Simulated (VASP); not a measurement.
Wanted: the native input for a VASP 6.6.1 run.

| Property | Result |
| --- | --- |
| Task | single point |
| Functional | PBE |
| Potentials or basis | VASP PAW PBE potentials, release 64 (Rh_pv) |
| Cutoff | 520 eV |
| k mesh | 22 × 22 × 16 |
| Occupations | gaussian, width 0.15 eV |
| Spin | no spin polarisation |
| Dipole correction | no |
| Further INCAR settings | ALGO = Fast; EDIFF = 1e-07; NBANDS = 22 |

The structure of Rh lies in POSCAR:

```
Rh
1.0
    0.0000000000     -1.9149654119     -1.9149654119
    0.0000000000      1.9149654119     -1.9149654119
    3.8299308238      0.0000000000      0.0000000000
Rh
2
Direct
    0.5783303965      0.4216696035      0.5000000000
   -0.0783303965      0.0783303965      0.0000000000
```

This cell differs from its parent crystal: atoms displaced along a vibrational mode.

These files were run (other wordings do the same):

INCAR

```
SYSTEM = Rh
ALGO = Fast
EDIFF = 1E-7
ENCUT = 520
GGA = PE
ISIF = 2
ISMEAR = 0
LASPH = .True.
LCHARG = .False.
LREAL = .False.
LWAVE = .False.
NBANDS = 22
NELM = 80
PREC = Accurate
SIGMA = 0.15
```

KPOINTS

```
k-points
0
Gamma
  22 22 16
  0 0 0
```

Potentials or basis: VASP PAW PBE potentials, release 64 (Rh_pv).

The run is started by

```console
$ cat potpaw_PBE.64/Rh_pv/POTCAR > POTCAR
$ mpirun -np 1 vasp_std > vasp.out
```

It gave:

The pressure is 23.9 GPa. The largest force is 3.699 eV/Å and the band gap on the k mesh is zero (bands 15 and 16 overlap by 1.65 eV).

Caveat: the cell differs from its parent crystal (atoms displaced along a vibrational mode); the stress differs along the axes, from 1 to 43 GPa; forces of over 1 eV/Å act on the atoms, so gaps and moduli don't describe the material at rest.

Run time: 12 min on 1 thread of Oxide Virtual Turin-like Processor, with other jobs on the host, peak memory 0.58 GiB.
